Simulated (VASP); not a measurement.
# ZrSi7 (R3m) in VASP: notebook

The runs below take ZrSi7 through single point, with PBE.

All numbers are computed with VASP 6.6.1; they aren't measurements. Logs are shortened: lines on timing, memory, paths and dates and some standing lists are left out, and cuts for length are marked.

## Step 1: The cell of the first run

Symmetry: R3m, No. 160, trigonal system. Conventional cell: a = 7.684 Å, b = 7.684 Å, c = 7.608 Å, α = 90.00°, β = 90.00°, γ = 120.00°. Within 3.7 Å of Zr (site symmetry 3m) lie 13 Si at 2.77 to 2.92 Å. Si (site symmetry 1) has 7 Si at 2.51 to 3.07 Å and 2 Zr at 2.82 to 2.92 Å within 3.3 Å. Si (site symmetry 3m) has 12 Si at 2.69 to 3.07 Å and 1 Zr at 2.77 Å within 3.5 Å.

## Step 2: Single point, PBE

The input, INCAR:

```
SYSTEM = ZrSi7
PREC = Accurate
ENCUT = 520
EDIFF = 1E-7
ISMEAR = 0
SIGMA = 0.1
LREAL = .False.
LASPH = .True.
NELM = 80
ALGO = Normal
ISIF = 2
LWAVE = .False.
LCHARG = .False.
GGA = PE
NBANDS = 30
```

The input, KPOINTS:

```
regular mesh
0
Gamma
  6 6 6
  0 0 0
```

The input, POSCAR:

```
ZrSi7
1.0
    3.8417850025      2.2180556054      2.5360490282
   -3.8417850025      2.2180556054      2.5360490282
    0.0000000000     -4.4361112108      2.5360490282
Zr Si
1 7
Direct
    0.7151673442      0.7151673442      0.7151673442
    0.1976161976      0.8626152863      0.5240234848
    0.5240234848      0.1976161976      0.8626152863
    0.8626152863      0.5240234848      0.1976161976
    0.5240234848      0.8626152863      0.1976161976
    0.8626152863      0.1976161976      0.5240234848
    0.1976161976      0.5240234848      0.8626152863
    0.0791656086      0.0791656086      0.0791656086
```

Potentials or basis: VASP PAW PBE potentials, release 64 (Zr_sv, Si).

Started as:

```console
$ cat potpaw_PBE.64/Zr_sv/POTCAR potpaw_PBE.64/Si/POTCAR > POTCAR
$ mpirun -np 1 vasp_std > vasp.out
```

OUTCAR:

```text
SYSTEM = ZrSi7
   PREC = Accurate
   ENCUT = 520
   EDIFF = 1E-7
   ISMEAR = 0
   LREAL = .False.
   LASPH = .True.
   NELM = 80
   ISIF = 2
   GGA = PE

 ion  position               nearest neighbor table
   1  0.715  0.715  0.715-   8 2.77   7 2.82   3 2.82   4 2.82   5 2.82   2 2.82   6 2.82   6 2.92
                             2 2.92   4 2.92   5 2.92   3 2.92   7 2.92
   2  0.198  0.863  0.524-   5 2.51   3 2.54   4 2.54   6 2.57   7 2.60   8 2.69   1 2.82   1 2.92
                             8 3.07
   3  0.524  0.198  0.863-   7 2.51   4 2.54   2 2.54   5 2.57   6 2.60   8 2.69   1 2.82   1 2.92
                             8 3.07
   4  0.863  0.524  0.198-   6 2.51   3 2.54   2 2.54   7 2.57   5 2.60   8 2.69   1 2.82   1 2.92
                             8 3.07
   5  0.524  0.863  0.198-   2 2.51   7 2.54   6 2.54   3 2.57   4 2.60   8 2.69   1 2.82   1 2.92
                             8 3.07
   6  0.863  0.198  0.524-   4 2.51   7 2.54   5 2.54   2 2.57   3 2.60   8 2.69   1 2.82   1 2.92
                             8 3.07
   7  0.198  0.524  0.863-   3 2.51   5 2.54   6 2.54   4 2.57   2 2.60   8 2.69   1 2.82   1 2.92
                             8 3.07
   8  0.079  0.079  0.079-   4 2.69   5 2.69   2 2.69   6 2.69   3 2.69   7 2.69   1 2.77   7 3.07
                             3 3.07   4 3.07   5 3.07   2 3.07   6 3.07

  LATTYP: Found a trigonal (rhomboedric) cell.
 ALAT       =     5.1098559028
 COS(alpha) =    -0.1305214393

  Lattice vectors:

 A1 = (   3.8417850025,   2.2180556054,   2.5360490282)
 A2 = (  -3.8417850025,   2.2180556054,   2.5360490282)
 A3 = (   0.0000000000,  -4.4361112108,   2.5360490282)

Analysis of symmetry for initial positions (statically):
=====================================================================
 Subroutine PRICEL returns:
 Original cell was already a primitive cell.

 Routine SETGRP: Setting up the symmetry group for a
 trigonal (rhombohedral) supercell.

 Subroutine GETGRP returns: Found  6 space group operations
 (whereof  6 operations were pure point group operations)
 out of a pool of 12 trial point group operations.

The static configuration has the point symmetry C_3v.

Analysis of symmetry for dynamics (positions and initial velocities):
=====================================================================
 Subroutine PRICEL returns:
 Original cell was already a primitive cell.

 Routine SETGRP: Setting up the symmetry group for a
 trigonal (rhombohedral) supercell.

 Subroutine GETGRP returns: Found  6 space group operations
 (whereof  6 operations were pure point group operations)
 out of a pool of 12 trial point group operations.

The dynamic configuration has the point symmetry C_3v.

 Subroutine INISYM returns: Found  6 space group operations
 (whereof  6 operations are pure point group operations),
 and found     1 'primitive' translations

----------------------------------------------------------------------------------------

                                     Primitive cell

  volume of cell :     129.6625

  direct lattice vectors                    reciprocal lattice vectors
     3.841785002  2.218055605  2.536049028     0.130147835  0.075140887  0.131438048
    -3.841785002  2.218055605  2.536049028    -0.130147835  0.075140887  0.131438048
     0.000000000 -4.436111211  2.536049028     0.000000000 -0.150281775  0.131438048

  length of vectors
     5.109855903  5.109855903  5.109855903     0.199651126  0.199651126  0.199651126

  position of ions in fractional coordinates (direct lattice)
     0.715167344  0.715167344  0.715167344
     0.197616198  0.862615286  0.524023485
     0.524023485  0.197616198  0.862615286
     0.862615286  0.524023485  0.197616198
     0.524023485  0.862615286  0.197616198
     0.862615286  0.197616198  0.524023485
     0.197616198  0.524023485  0.862615286
     0.079165609  0.079165609  0.079165609

  ion indices of the primitive-cell ions
   primitive index   ion index
                 1           1
                 2           2
                 3           3
                 4           4
                 5           5
                 6           6
                 7           7
                 8           8

----------------------------------------------------------------------------------------

 KPOINTS: regular mesh

Automatic generation of k-mesh.
 Grid dimensions read from file:
 generate k-points for:    6    6    6

 Generating k-lattice:

  Cartesian coordinates                     Fractional coordinates (reciprocal lattice)
     0.021691306  0.012523481  0.021906341     0.166666667 -0.000000000  0.000000000
    -0.021691306  0.012523481  0.021906341    -0.000000000  0.166666667  0.000000000
     0.000000000 -0.025046962  0.021906341     0.000000000  0.000000000  0.166666667

  Length of vectors
     0.033275188  0.033275188  0.033275188

  Shift w.r.t. Gamma in fractional coordinates (k-lattice)
     0.000000000  0.000000000  0.000000000

 Subroutine IBZKPT returns following result:
 ===========================================

 Found     32 irreducible k-points:

 Following reciprocal coordinates:
            Coordinates               Weight
  0.000000  0.000000  0.000000      1.000000
  0.166667 -0.000000  0.000000      6.000000
  0.333333  0.000000 -0.000000      6.000000
  0.500000  0.000000  0.000000      3.000000
  0.166667  0.166667  0.000000      6.000000
  0.333333  0.166667  0.000000     12.000000
[... 16 lines left out ...]
  0.500000  0.500000  0.166667      6.000000
 -0.333333  0.500000  0.166667     12.000000
 [... further k-points ...]
   k-points           NKPTS =     32   k-points in BZ     NKDIM =     32   number of bands    NBANDS=     30
   number of dos      NEDOS =    301   number of ions     NIONS =      8
   total plane-waves  NPLWV =  64000
   dimension x,y,z NGX =    40 NGY =   40 NGZ =   40
   dimension x,y,z NGXF=    80 NGYF=   80 NGZF=   80
   ions per type =               1   7
   NGX,Y,Z   is equivalent  to a cutoff of  13.01, 13.01, 13.01 a.u.
   NGXF,Y,Z  is equivalent  to a cutoff of  26.03, 26.03, 26.03 a.u.
 SYSTEM =  ZrSi7
   PREC   = accura    normal or accurate (medium, high low for compatibility)
   ISTART =      0    job   : 0-new  1-cont  2-samecut
   ICHARG =      2    charge: 1-file 2-atom 10-const
   ISPIN  =      1    spin polarized calculation?
   LNONCOLLINEAR =      F non collinear calculations
   LSORBIT =      F    spin-orbit coupling
   LASPH  =      T    aspherical Exc in radial PAW
   ENCUT  =  520.0 eV  38.22 Ry    6.18 a.u.   9.50  9.50  9.50*2*pi/ulx,y,z
   NELM   =     80;   NELMIN=  2; NELMDL= -5     # of ELM steps
   EDIFF  = 0.1E-06   stopping-criterion for ELM
   LREAL  =      F    real-space projection
   EDIFFG = 0.1E-05   stopping-criterion for IOM
   NSW    =      0    number of steps for IOM
   IBRION =     -1    ionic relax: 0-MD 1-quasi-New 2-CG
   NFREE  =      0    steps in history (QN), initial steepest desc. (CG)
   ISIF   =      2    stress and relaxation
   ISYM   =      2    0-nonsym 1-usesym 2-fastsym
   POTIM  = 0.5000    time-step for ionic-motion
   TEBEG  =    0.0;   TEEND  =   0.0 temperature during run
   PSTRESS=    0.0 pullay stress
   NELECT =      40.0000    total number of electrons
   NUPDOWN=      -1.0000    fix difference up-down
   EMIN   =  10.00;   EMAX   =-10.00  energy-range for DOS
   EFERMI =   0.00;   METHOD = LEGACY
   ISMEAR =     0;   SIGMA  =   0.10  broadening in eV -4-tet -1-fermi 0-gaus
   EFERMI_NEDOS =   21; number of points for ismear=-14 and -15
   IALGO  =     38    algorithm
   IMIX   =      4    mixing-type and parameters
     AMIX     =   0.40;   BMIX     =  1.00
     AMIX_MAG =   1.60;   BMIX_MAG =  1.00
  volume/ion in A,a.u.               =      16.21       109.38
  Fermi-wavevector in a.u.,A,eV,Ry     =   1.106174  2.090365 16.648367  1.223620
  Thomas-Fermi vector in A             =   2.242671
   LORBIT       =      0    0 simple, 1 ext, 2 COOP (PROOUT), +10 PAW based schemes
   GGA     = PE    functional components
   LHFCALC =     F    Hartree Fock is set to
   AEXX    =    0.0000 exact exchange contribution
   IVDW    =     0    specifies the selected vdW correction
   LEPSILON=     F    determine dielectric tensor
   LRPA    =     F    only Hartree local field effects (RPA)
 non-spin polarized calculation
 Gauss-broadening in eV      SIGMA  =   0.10
  energy-cutoff  :      520.00
  volume of cell :      129.66
 maximum number of plane-waves:      3525
 NGX is ok and might be reduce to    40
   NGX = 19   NGY = 19   NGZ = 19

 number of electron      40.0000003 magnetization

 Free energy of the ion-electron system (eV)
  ---------------------------------------------------
  ext. energy  EPLUGINS =         0.00000000
  ---------------------------------------------------
  free energy    TOTEN  =       -45.74400858 eV

  energy without entropy =      -45.72536000  energy(sigma->0) =      -45.73468429

 E-fermi :   9.3120     XC(G=0): -10.8752

 val. band max:        9.3000709704   @ k =   0.1667   0.1667   0.1667
 cond. band min:       9.3415638388   @ k =   0.3333   0.1667   0.1667
 fundamental gap:      0.0414928683
 Fermi energy:         9.3119757562

 k-point     1 :       0.0000    0.0000    0.0000
  band No.  band energies     occupation
      1     -39.6480      2.00000
      2     -17.8080      2.00000
      3     -17.8080      2.00000
      4     -17.7252      2.00000
      5      -4.0259      2.00000
      6       0.7086      2.00000
[... 22 lines left out ...]
     29      12.8329      0.00000
     30      13.6219      0.00000

 k-point     2 :       0.1667   -0.0000    0.0000
  band No.  band energies     occupation
      1     -39.6480      2.00000
      2     -17.8098      2.00000
      3     -17.8078      2.00000
      4     -17.7256      2.00000
      5      -3.8667      2.00000
      6      -0.3345      2.00000
[... 22 lines left out ...]
     29      13.0683      0.00000
     30      13.1941      0.00000

 k-point     3 :       0.3333    0.0000   -0.0000
  band No.  band energies     occupation
      1     -39.6479      2.00000
      2     -17.8134      2.00000
      3     -17.8073      2.00000
      4     -17.7265      2.00000
      5      -3.4038      2.00000
      6      -1.5315      2.00000
[... 22 lines left out ...]
     29      13.2912      0.00000
     30      13.3851      0.00000

 k-point     4 :       0.5000    0.0000    0.0000
  band No.  band energies     occupation
      1     -39.6479      2.00000
      2     -17.8153      2.00000
      3     -17.8071      2.00000
      4     -17.7269      2.00000
      5      -2.8518      2.00000
      6      -2.3385      2.00000
[... 22 lines left out ...]
     29      13.2639      0.00000
     30      13.5452      0.00000

 k-point     5 :       0.1667    0.1667    0.0000
  band No.  band energies     occupation
      1     -39.6480      2.00000
      2     -17.8105      2.00000
      3     -17.8086      2.00000
      4     -17.7262      2.00000
      5      -3.6645      2.00000
      6      -0.6706      2.00000
[... 22 lines left out ...]
     29      13.5191      0.00000
     30      14.1275      0.00000
[... 526 lines left out ...]
     29      13.2762      0.00000
     30      13.5946      0.00000

 k-point    22 :      -0.1667    0.3333    0.1667
  band No.  band energies     occupation
      1     -39.6479      2.00000
      2     -17.8138      2.00000
      3     -17.8098      2.00000
      4     -17.7274      2.00000
      5      -3.1441      2.00000
      6      -1.3324      2.00000
[... 22 lines left out ...]
     29      13.2010      0.00000
     30      13.5895      0.00000

 k-point    23 :       0.5000    0.5000    0.1667
  band No.  band energies     occupation
      1     -39.6478      2.00000
      2     -17.8177      2.00000
      3     -17.8117      2.00000
      4     -17.7291      2.00000
      5      -1.8379      2.00000
      6      -1.6135      2.00000
[... 22 lines left out ...]
     29      12.8138      0.00000
     30      13.6319      0.00000

 k-point    24 :      -0.3333    0.5000    0.1667
  band No.  band energies     occupation
      1     -39.6478      2.00000
      2     -17.8166      2.00000
      3     -17.8113      2.00000
      4     -17.7287      2.00000
      5      -2.2561      2.00000
      6      -1.7577      2.00000
[... 22 lines left out ...]
     29      13.2585      0.00000
     30      13.4899      0.00000

 [... further k-points ...]
[... 5 lines left out ...]
  --------------------------------------------------------------------------------------
  -------------------------------------------------------------------------------------
  Total       -0.0352159     -0.0352159     -0.0239329      0.0000000      0.0000000      0.0000000
  in kB       -0.4351455     -0.4351455     -0.2957268      0.0000000      0.0000000      0.0000000
  external PRESSURE =      -0.3886726 kB  Pullay stress =       0.0000000 kB

 VOLUME and BASIS-vectors are now :
 -----------------------------------------------------------------------------
  energy-cutoff  :      520.00
  volume of cell :      129.66
      direct lattice vectors                 reciprocal lattice vectors
     3.841785002  2.218055605  2.536049028     0.130147835  0.075140887  0.131438048
    -3.841785002  2.218055605  2.536049028    -0.130147835  0.075140887  0.131438048
     0.000000000 -4.436111211  2.536049028     0.000000000 -0.150281775  0.131438048

 POSITION                                       TOTAL-FORCE (eV/Angst)
 -----------------------------------------------------------------------------------
      0.00000      0.00000      5.44110         0.000000     -0.000000      0.000271
     -2.55478      0.02703      4.01775        -0.005305      0.004750     -0.000775
      1.25399     -2.22602      4.01775        -0.001461     -0.006969     -0.000775
      1.30080      2.19899      4.01775         0.006766      0.002219     -0.000775
     -1.30080      2.19899      4.01775        -0.006766      0.002219     -0.000775
      2.55478      0.02703      4.01775         0.005305      0.004750     -0.000775
     -1.25399     -2.22602      4.01775         0.001461     -0.006969     -0.000775
      0.00000      0.00000      0.60230         0.000000      0.000000      0.004380
 -----------------------------------------------------------------------------------
    total drift:                               -0.000000      0.000000     -0.000034

  FREE ENERGIE OF THE ION-ELECTRON SYSTEM (eV)
  ---------------------------------------------------
  free  energy   TOTEN  =       -45.7440085803 eV

  energy  without entropy=      -45.7253599972  energy(sigma->0) =      -45.73468429
```

It took 56 s on 1 thread of Intel Xeon 6975P-C (Granite Rapids), shared host; peak memory 0.29 GiB.

Results:

- Free energy: -45.7440 eV
- Pressure: 0.0 GPa
- Largest force: 0.007 eV/Å
- Band gap on the k mesh: zero (band 20 reaches 9.65 eV, above the bottom of band 21 at 8.19 eV)

Forces in eV/Å, atoms in the order of the input:
```
Zr   0.000  0.000  0.000
Si  -0.005  0.005 -0.001
Si  -0.001 -0.007 -0.001
Si   0.007  0.002 -0.001
Si  -0.007  0.002 -0.001
Si   0.005  0.005 -0.001
Si   0.001 -0.007 -0.001
Si   0.000  0.000  0.004
```

Levels at points of the mesh, in eV from the Fermi level:
| k point | band 16 | band 17 | band 18 | band 19 | band 20 | band 21 | band 22 | band 23 | band 24 | band 25 |
| --- | --- | --- | --- | --- | --- | --- | --- | --- | --- | --- |
| (0.00, 0.00, 0.00) | -2.59 | -2.07 | -1.82 | -1.82 | -1.12 | -1.12 | 0.26 | 1.39 | 1.39 | 2.25 |
| (0.50, 0.00, 0.00) | -2.81 | -2.75 | -1.63 | -1.25 | -0.31 | 0.41 | 0.87 | 1.46 | 1.89 | 2.13 |
| (0.50, 0.50, 0.00) | -2.37 | -2.05 | -1.05 | -0.60 | -0.34 | 0.60 | 0.76 | 1.18 | 2.00 | 2.39 |
| (0.50, 0.50, 0.50) | -0.91 | -0.79 | -0.79 | -0.62 | -0.62 | 0.34 | 0.70 | 0.70 | 1.23 | 1.63 |

## Step 3: Single point, PBE

The input, INCAR:

```
SYSTEM = ZrSi7
ALGO = Normal ; EDIFF = 1E-6
ENCUT = 520 ; GGA = PE
ISIF = 2 ; ISMEAR = 0
LASPH = .TRUE. ; LCHARG = .TRUE.
LELF = .TRUE. ; LREAL = .FALSE.
LVHAR = .TRUE. ; LWAVE = .FALSE.
NBANDS = 30 ; NELM = 60
PREC = Accurate ; SIGMA = 0.2
```

The input, KPOINTS:

```
k-points
0
G
  6 6 6
  0 0 0
```

POSCAR is that of step 2.

Potentials or basis: VASP PAW PBE potentials, release 64 (Zr_sv, Si).

Started as:

```console
$ cat potpaw_PBE.64/Zr_sv/POTCAR potpaw_PBE.64/Si/POTCAR > POTCAR
$ mpirun -np 1 vasp_std > vasp.out
```

Wall time 54 s (1 thread of Intel Xeon 6975P-C (Granite Rapids), shared host); peak memory 0.28 GiB.

Results (log left out):

- Free energy: -45.7740 eV
- Pressure: -0.1 GPa
- Largest force: 0.038 eV/Å
- Band gap on the k mesh: zero (band 20 reaches 9.64 eV, above the bottom of band 21 at 8.19 eV)

Forces on the atoms (eV/Å):
```
Zr   0.000  0.000 -0.038
Si   0.020 -0.003  0.004
Si  -0.007  0.019  0.004
Si  -0.012 -0.016  0.004
Si   0.012 -0.016  0.004
Si  -0.020 -0.003  0.004
Si   0.007  0.019  0.004
Si   0.000  0.000  0.016
```

Stress tensor (GPa, compression positive):
```
 0.00  0.00  0.00
 0.00  0.00  0.00
 0.00  0.00 -0.18
```

Levels at points of the mesh, in eV from the Fermi level:
```
           k point  band 16  band 17  band 18  band 19  band 20  band 21  band 22  band 23  band 24  band 25
(0.00, 0.00, 0.00)    -2.61    -2.09    -1.84    -1.84    -1.14    -1.14     0.24     1.37     1.37     2.23
(0.50, 0.00, 0.00)    -2.83    -2.77    -1.65    -1.27    -0.33     0.39     0.85     1.44     1.87     2.11
(0.50, 0.50, 0.00)    -2.39    -2.07    -1.08    -0.63    -0.36     0.58     0.74     1.16     1.98     2.37
(0.50, 0.50, 0.50)    -0.93    -0.81    -0.81    -0.64    -0.64     0.32     0.68     0.68     1.20     1.60
```
